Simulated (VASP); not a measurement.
# NaH (Fm-3m) in VASP: a series of runs

Aim: see how the results for NaH move with the level of theory and the settings. Levels: HSE06, PBE0. Tasks: single point.

Everything below comes from runs of VASP 6.6.1. Logs are shortened: lines on timing, memory, paths and dates and some standing lists are left out, and cuts for length are marked.

### Step 1. The cell of the first run

It takes space group Fm-3m (No. 225, cubic). The conventional cell has a = 4.795 Å, b = 4.795 Å, c = 4.795 Å, α = 90.00°, β = 90.00°, γ = 90.00°. Within 3.2 Å of Na (site symmetry m-3m) lie 6 H at 2.40 Å. H (site symmetry m-3m) has 6 Na at 2.40 Å within 3.2 Å.

### Step 2. Single point, HSE06

POSCAR

```
NaH
1.0
    0.0000000000      2.3975116377      2.3975116377
    2.3975116377      0.0000000000      2.3975116377
    2.3975116377      2.3975116377      0.0000000000
Na H
1 1
Direct
    0.0000000000      0.0000000000      0.0000000000
    0.5000000000      0.5000000000      0.5000000000
```

INCAR.step1

```
SYSTEM = NaH
ALGO = Normal ; EDIFF = 1E-5
ENCUT = 520 ; GGA = PE
ISIF = 2 ; ISMEAR = 0
LASPH = .TRUE. ; LCHARG = .FALSE.
LREAL = .FALSE. ; LWAVE = .TRUE.
NBANDS = 11 ; NELM = 80
PREC = Accurate ; SIGMA = 0.01
```

INCAR.step2

```
SYSTEM = NaH
ALGO = Normal ; EDIFF = 1E-6
ENCUT = 520 ; GGA = PE
HFSCREEN = 0.2079 ; ISIF = 2
ISMEAR = 0 ; ISTART = 1
LASPH = .TRUE. ; LCHARG = .FALSE.
LHFCALC = .TRUE. ; LREAL = .FALSE.
LWAVE = .FALSE. ; NBANDS = 11
NELM = 80 ; PREC = Accurate
PRECFOCK = Normal ; SIGMA = 0.01
```

KPOINTS

```
k-points
0
G
  6 6 6
  0 0 0
```

Potentials or basis: VASP PAW PBE potentials, release 64 (Na_pv, H).

Started as:

```sh
$ cat potpaw_PBE.64/Na_pv/POTCAR potpaw_PBE.64/H/POTCAR > POTCAR
$ cp INCAR.step1 INCAR
$ mpirun -np 1 vasp_std > vasp.out
$ cp INCAR.step2 INCAR
$ mpirun -np 1 vasp_std > vasp.out
```

OUTCAR:

```text
SYSTEM = NaH
   EDIFF = 1E-6
   ENCUT = 520
   GGA = PE
   HFSCREEN = 0.2079
   ISIF = 2
   ISMEAR = 0
   ISTART = 1
   LASPH = .TRUE.
   LHFCALC = .TRUE.
   LREAL = .FALSE.
   NELM = 80
   PREC = Accurate
   PRECFOCK = Normal

 ion  position               nearest neighbor table
   1  0.000  0.000  0.000-
   2  0.500  0.500  0.500-

  LATTYP: Found a face centered cubic cell.
 ALAT       =     4.7950232754

  Lattice vectors:

 A1 = (   0.0000000000,   2.3975116377,   2.3975116377)
 A2 = (   2.3975116377,   0.0000000000,   2.3975116377)
 A3 = (   2.3975116377,   2.3975116377,   0.0000000000)

Analysis of symmetry for initial positions (statically):
=====================================================================
 Subroutine PRICEL returns:
 Original cell was already a primitive cell.

 Routine SETGRP: Setting up the symmetry group for a
 face centered cubic supercell.

 Subroutine GETGRP returns: Found 48 space group operations
 (whereof 48 operations were pure point group operations)
 out of a pool of 48 trial point group operations.

The static configuration has the point symmetry O_h .

Analysis of symmetry for dynamics (positions and initial velocities):
=====================================================================
 Subroutine PRICEL returns:
 Original cell was already a primitive cell.

 Routine SETGRP: Setting up the symmetry group for a
 face centered cubic supercell.

 Subroutine GETGRP returns: Found 48 space group operations
 (whereof 48 operations were pure point group operations)
 out of a pool of 48 trial point group operations.

The dynamic configuration has the point symmetry O_h .

 Subroutine INISYM returns: Found 48 space group operations
 (whereof 48 operations are pure point group operations),
 and found     1 'primitive' translations

----------------------------------------------------------------------------------------

                                     Primitive cell

  volume of cell :      27.5621

  direct lattice vectors                    reciprocal lattice vectors
     0.000000000  2.397511638  2.397511638    -0.208549561  0.208549561  0.208549561
     2.397511638  0.000000000  2.397511638     0.208549561 -0.208549561  0.208549561
     2.397511638  2.397511638  0.000000000     0.208549561  0.208549561 -0.208549561

  length of vectors
     3.390593474  3.390593474  3.390593474     0.361218436  0.361218436  0.361218436
[... 87 lines left out ...]
   ISMEAR =     0;   SIGMA  =   0.01  broadening in eV -4-tet -1-fermi 0-gaus
   EFERMI_NEDOS =   21; number of points for ismear=-14 and -15
   IALGO  =     38    algorithm
   IMIX   =      1    mixing-type and parameters
     AMIX     =   0.40;   BMIX     =  1.00
     AMIX_MAG =   1.60;   BMIX_MAG =  1.00
  volume/ion in A,a.u.               =      13.78        93.00
  Fermi-wavevector in a.u.,A,eV,Ry     =   1.083929  2.048328 15.985508  1.174902
  Thomas-Fermi vector in A             =   2.220007
   LORBIT       =      0    0 simple, 1 ext, 2 COOP (PROOUT), +10 PAW based schemes
   GGA     = PE    functional components
   LHFCALC =     T    Hartree Fock is set to
   PRECFOCK=normal    Normal, Fast or Accurate (Low or Medium for compatibility)
   ENCUT4O =  -1.0   cutoff for four orbital integrals eV
   NKREDX  =     1    reduce k-point grid by
   NKREDY  =     1    reduce k-point grid by
   NKREDZ  =     1    reduce k-point grid by
   AEXX    =    0.2500 exact exchange contribution
   HFSCREEN=    0.2079 screening length (either q_TF or 0.3 A-1)
   HFSCREENC=   0.2079 screening length for correlation (either q_TF or 0.3 A-1)
   ENCUTFOCK=  -1.0 apply spherical cutoff to Coloumb kernel
   IVDW    =     0    specifies the selected vdW correction
   LEPSILON=     F    determine dielectric tensor
   LRPA    =     F    only Hartree local field effects (RPA)
 non-spin polarized calculation
 Gauss-broadening in eV      SIGMA  =   0.01
  energy-cutoff  :      520.00
  volume of cell :       27.56
 maximum number of plane-waves:       754
 NGX is ok and might be reduce to    28
  NGX = 20; NGY = 20; NGZ = 20

 number of electron       7.9999992 magnetization

 Free energy of the ion-electron system (eV)
  ---------------------------------------------------
  ext. energy  EPLUGINS =         0.00000000
  ---------------------------------------------------
  free energy    TOTEN  =        -5.76275723 eV

  energy without entropy =       -5.76275723  energy(sigma->0) =       -5.76275723

 E-fermi :  -1.7815     XC(G=0):  -6.5790

 val. band max:       -1.8305558685   @ k =  -0.3333   0.5000   0.1667
 cond. band min:       3.0621938239   @ k =   0.5000   0.0000   0.0000
 fundamental gap:      4.8927496925
 Fermi energy:        -1.7814817618

 k-point     1 :       0.0000    0.0000    0.0000
  band No.  band energies     occupation
      1     -26.1342      2.00000
      2     -26.1342      2.00000
      3     -26.1342      2.00000
      4      -5.8063      2.00000
      5      10.4045      0.00000
      6      15.3944      0.00000
      7      15.3944      0.00000
      8      15.3944      0.00000
      9      16.4568      0.00000
     10      16.4568      0.00000
     11      16.4568      0.00000
[... 197 lines left out ...]
 k-point    16 :      -0.3333    0.5000    0.1667
  band No.  band energies     occupation
      1     -26.2041      2.00000
      2     -26.1784      2.00000
      3     -26.1679      2.00000
      4      -1.8306      2.00000
      5       4.5918      0.00000
      6       6.5765      0.00000
      7       8.3682      0.00000
      8      14.7432      0.00000
      9      15.1014      0.00000
     10      20.9005      0.00000
     11      20.9938      0.00000

------------------------ aborting loop because EDIFF is reached ----------------------------------------

  FORCE on cell =-STRESS in cart. coord.  units (eV):
  Direction    XX          YY          ZZ          XY          YZ          ZX
  --------------------------------------------------------------------------------------
  -------------------------------------------------------------------------------------
  Total        0.0286173      0.0286173      0.0286173      0.0000000      0.0000000      0.0000000
  in kB        1.6635141      1.6635141      1.6635141      0.0000000      0.0000000      0.0000000
  external PRESSURE =       1.6635141 kB  Pullay stress =       0.0000000 kB

 VOLUME and BASIS-vectors are now :
 -----------------------------------------------------------------------------
  energy-cutoff  :      520.00
  volume of cell :       27.56
      direct lattice vectors                 reciprocal lattice vectors
     0.000000000  2.397511638  2.397511638    -0.208549561  0.208549561  0.208549561
     2.397511638  0.000000000  2.397511638     0.208549561 -0.208549561  0.208549561
     2.397511638  2.397511638  0.000000000     0.208549561  0.208549561 -0.208549561

 POSITION                                       TOTAL-FORCE (eV/Angst)
 -----------------------------------------------------------------------------------
      0.00000      0.00000      0.00000        -0.000000     -0.000000      0.000000
      2.39751      2.39751      2.39751         0.000000      0.000000     -0.000000
 -----------------------------------------------------------------------------------
    total drift:                                0.000001      0.000001      0.000001

  FREE ENERGIE OF THE ION-ELECTRON SYSTEM (eV)
  ---------------------------------------------------
  free  energy   TOTEN  =        -5.7627572271 eV

  energy  without entropy=       -5.7627572271  energy(sigma->0) =       -5.76275723
```

OUTCAR.step1:

```text
SYSTEM = NaH
   EDIFF = 1E-5
   ENCUT = 520
   GGA = PE
   ISIF = 2
   ISMEAR = 0
[... 436 lines left out ...]
      0.00000      0.00000      0.00000        -0.000000     -0.000000      0.000000
      2.39751      2.39751      2.39751         0.000000      0.000000     -0.000000
 -----------------------------------------------------------------------------------
    total drift:                               -0.000000     -0.000000     -0.000000

  FREE ENERGIE OF THE ION-ELECTRON SYSTEM (eV)
  ---------------------------------------------------
  free  energy   TOTEN  =        -5.0864048670 eV

  energy  without entropy=       -5.0864048670  energy(sigma->0) =       -5.08640487
```

It took 2.5 min on 1 thread of Intel Xeon 6975P-C (Granite Rapids), shared host; peak memory 0.25 GiB.

Results:

| Property | Result |
| --- | --- |
| Free energy | -5.7628 eV |
| Pressure | 0.2 GPa |
| Band gap on the k mesh | 4.89 eV (least direct gap 5.81 eV) |

Levels at points of the mesh, in eV from the valence-band top:
```
           k point  band 2  band 3  band 4  band 5  band 6  band 7
(0.00, 0.00, 0.00)  -24.30  -24.30   -3.98   12.24   17.22   17.22
(0.50, 0.00, 0.00)  -24.31  -24.31   -0.92    4.89   12.37   14.99
(0.50, 0.50, 0.00)  -24.34  -24.34   -0.14    5.76   11.40   12.18
```

Caveat: the PAW data sets were made with another functional, which shifts forces and pressure a little. A k mesh can miss the band edges.

### Step 3. Single point, PBE0

POSCAR is that of step 2.

INCAR.step1

```
SYSTEM = NaH
  PREC = Accurate
  ENCUT = 520
  EDIFF = 1E-5
  ISMEAR = 0
  SIGMA = 0.01
  LREAL = .FALSE.
  LASPH = .TRUE.
  NELM = 60
  ALGO = Normal
  ISIF = 2
  LWAVE = .TRUE.
  LCHARG = .FALSE.
  GGA = PE
  NBANDS = 11
```

INCAR.step2

```
SYSTEM = NaH
  PREC = Accurate
  ENCUT = 520
  EDIFF = 1E-6
  ISMEAR = 0
  SIGMA = 0.01
  LREAL = .FALSE.
  LASPH = .TRUE.
  NELM = 60
  ALGO = Normal
  ISIF = 2
  LWAVE = .FALSE.
  LCHARG = .FALSE.
  GGA = PE
  LHFCALC = .TRUE.
  AEXX = 0.25
  PRECFOCK = Normal
  ISTART = 1
  NBANDS = 11
```

KPOINTS

```
Automatic mesh
0
G
  6 6 6
  0 0 0
```

Potentials or basis: VASP PAW PBE potentials, release 64 (Na_pv, H).

Started as:

```sh
$ cat potpaw_PBE.64/Na_pv/POTCAR potpaw_PBE.64/H/POTCAR > POTCAR
$ cp INCAR.step1 INCAR
$ mpirun -np 1 vasp_std > vasp.out
$ cp INCAR.step2 INCAR
$ mpirun -np 1 vasp_std > vasp.out
```

OUTCAR:

```text
SYSTEM = NaH
   PREC = Accurate
   ENCUT = 520
   EDIFF = 1E-6
   ISMEAR = 0
   LREAL = .FALSE.
   LASPH = .TRUE.
   NELM = 60
   ISIF = 2
   GGA = PE
   LHFCALC = .TRUE.
   AEXX = 0.25
   PRECFOCK = Normal
   ISTART = 1

 ion  position               nearest neighbor table
   1  0.000  0.000  0.000-
   2  0.500  0.500  0.500-

  LATTYP: Found a face centered cubic cell.
 ALAT       =     4.7950232754

  Lattice vectors:

 A1 = (   0.0000000000,   2.3975116377,   2.3975116377)
 A2 = (   2.3975116377,   0.0000000000,   2.3975116377)
 A3 = (   2.3975116377,   2.3975116377,   0.0000000000)

Analysis of symmetry for initial positions (statically):
=====================================================================
 Subroutine PRICEL returns:
 Original cell was already a primitive cell.

 Routine SETGRP: Setting up the symmetry group for a
 face centered cubic supercell.

 Subroutine GETGRP returns: Found 48 space group operations
 (whereof 48 operations were pure point group operations)
 out of a pool of 48 trial point group operations.

The static configuration has the point symmetry O_h .

Analysis of symmetry for dynamics (positions and initial velocities):
=====================================================================
 Subroutine PRICEL returns:
 Original cell was already a primitive cell.

 Routine SETGRP: Setting up the symmetry group for a
 face centered cubic supercell.

 Subroutine GETGRP returns: Found 48 space group operations
 (whereof 48 operations were pure point group operations)
 out of a pool of 48 trial point group operations.

The dynamic configuration has the point symmetry O_h .

 Subroutine INISYM returns: Found 48 space group operations
 (whereof 48 operations are pure point group operations),
 and found     1 'primitive' translations

[... 119 lines left out ...]
   HFSCREENC=   0.0000 screening length for correlation (either q_TF or 0.3 A-1)
   ENCUTFOCK=  -1.0 apply spherical cutoff to Coloumb kernel
   IVDW    =     0    specifies the selected vdW correction
   LEPSILON=     F    determine dielectric tensor
   LRPA    =     F    only Hartree local field effects (RPA)
 non-spin polarized calculation
 Gauss-broadening in eV      SIGMA  =   0.01
  energy-cutoff  :      520.00
  volume of cell :       27.56
 maximum number of plane-waves:       754
 NGX is ok and might be reduce to    28
  NGX = 20; NGY = 20; NGZ = 20

 number of electron       7.9999992 magnetization

 Free energy of the ion-electron system (eV)
  ---------------------------------------------------
  ext. energy  EPLUGINS =         0.00000000
  ---------------------------------------------------
  free energy    TOTEN  =        -6.11823361 eV

  energy without entropy =       -6.11823361  energy(sigma->0) =       -6.11823361

 E-fermi :  -2.0557     XC(G=0):  -6.1983

 val. band max:       -2.2244128732   @ k =  -0.3333   0.5000   0.1667
 cond. band min:       3.4057356668   @ k =   0.5000   0.0000   0.0000
 fundamental gap:      5.6301485399
 Fermi energy:        -2.0557125892

 k-point     1 :       0.0000    0.0000    0.0000
  band No.  band energies     occupation
      1     -26.5516      2.00000
      2     -26.5516      2.00000
      3     -26.5516      2.00000
      4      -6.2559      2.00000
      5      10.7845      0.00000
      6      15.7632      0.00000
      7      15.7632      0.00000
      8      15.7632      0.00000
      9      16.8644      0.00000
     10      16.8644      0.00000
     11      16.8644      0.00000
[... 197 lines left out ...]
 k-point    16 :      -0.3333    0.5000    0.1667
  band No.  band energies     occupation
      1     -26.6218      2.00000
      2     -26.5960      2.00000
      3     -26.5853      2.00000
      4      -2.2244      2.00000
      5       4.9331      0.00000
      6       6.9278      0.00000
      7       8.7503      0.00000
      8      15.1096      0.00000
      9      15.4896      0.00000
     10      21.2680      0.00000
     11      21.3959      0.00000

------------------------ aborting loop because EDIFF is reached ----------------------------------------

  FORCE on cell =-STRESS in cart. coord.  units (eV):
  Direction    XX          YY          ZZ          XY          YZ          ZX
  --------------------------------------------------------------------------------------
  -------------------------------------------------------------------------------------
  Total        0.0282703      0.0282703      0.0282703      0.0000000      0.0000000     -0.0000000
  in kB        1.6433465      1.6433465      1.6433465      0.0000000      0.0000000     -0.0000000
  external PRESSURE =       1.6433465 kB  Pullay stress =       0.0000000 kB

 VOLUME and BASIS-vectors are now :
 -----------------------------------------------------------------------------
  energy-cutoff  :      520.00
  volume of cell :       27.56
      direct lattice vectors                 reciprocal lattice vectors
     0.000000000  2.397511638  2.397511638    -0.208549561  0.208549561  0.208549561
     2.397511638  0.000000000  2.397511638     0.208549561 -0.208549561  0.208549561
     2.397511638  2.397511638  0.000000000     0.208549561  0.208549561 -0.208549561

 POSITION                                       TOTAL-FORCE (eV/Angst)
 -----------------------------------------------------------------------------------
      0.00000      0.00000      0.00000        -0.000000      0.000000     -0.000000
      2.39751      2.39751      2.39751         0.000000     -0.000000      0.000000
 -----------------------------------------------------------------------------------
    total drift:                                0.000000     -0.000000     -0.000000

  FREE ENERGIE OF THE ION-ELECTRON SYSTEM (eV)
  ---------------------------------------------------
  free  energy   TOTEN  =        -6.1182336051 eV

  energy  without entropy=       -6.1182336051  energy(sigma->0) =       -6.11823361
```

OUTCAR.step1:

```text
SYSTEM = NaH
   PREC = Accurate
   ENCUT = 520
   EDIFF = 1E-5
   ISMEAR = 0
   LREAL = .FALSE.
   LASPH = .TRUE.
[... 435 lines left out ...]
      0.00000      0.00000      0.00000        -0.000000     -0.000000      0.000000
      2.39751      2.39751      2.39751         0.000000      0.000000     -0.000000
 -----------------------------------------------------------------------------------
    total drift:                               -0.000000     -0.000000     -0.000000

  FREE ENERGIE OF THE ION-ELECTRON SYSTEM (eV)
  ---------------------------------------------------
  free  energy   TOTEN  =        -5.0864048670 eV

  energy  without entropy=       -5.0864048670  energy(sigma->0) =       -5.08640487
```

Run time: 2.4 min. Hardware: 1 thread of Intel Xeon 6975P-C (Granite Rapids), shared host; peak memory 0.15 GiB.

Results:

```
Free energy            : -6.1182 eV
Pressure               : 0.2 GPa
Band gap on the k mesh : 5.63 eV (least direct gap 6.56 eV)
```

Caveat: the PAW data sets were made with another functional, which shifts forces and pressure a little.
